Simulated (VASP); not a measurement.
## P: single point with PBE

Crystal: P.

```xyz
2
Lattice="1.0446 -0.6031 3.4079 0.0000 1.2062 3.4079 -1.0446 -0.6031 3.4079" Properties=species:S:1:pos:R:3 pbc="T T T"
P     0.0000    0.0000    2.5559
P     0.0000    0.0000   -2.5559
```

This isn't the form of P at room conditions, which is orthorhombic.

```yaml
Program: VASP 6.6.1
Task: single point
Functional: PBE
Potentials_or_basis: VASP PAW PBE potentials, release 64 (P)
Cutoff: 520 eV
k_mesh: 15 × 15 × 15
Occupations: fermi-dirac, width 0.05 eV
Spin: no spin polarisation
Dipole_correction: no
Further_INCAR_settings: ALGO = Normal; EDIFF = 1e-06; NBANDS = 12
```

```yaml
Pressure: 360.1 GPa
Band_gap_on_the_k_mesh: zero (bands 5 and 6 overlap by 16.55 eV)
```

Stress tensor (GPa, compression positive):
```
360.19   0.00   0.00
  0.00 360.19   0.00
  0.00   0.00 359.78
```

Levels at points of the mesh, in eV from the Fermi level:
```tsv
k point	band 3	band 4	band 5	band 6	band 7	band 8
(0.00, 0.00, 0.00)	-15.33	11.45	11.45	12.92	12.92	13.36
```

Run time: 66 s on 1 thread of Intel Xeon 8259CL (shared host), peak memory 0.18 GiB.

Caveat: the cell stands under pressure.
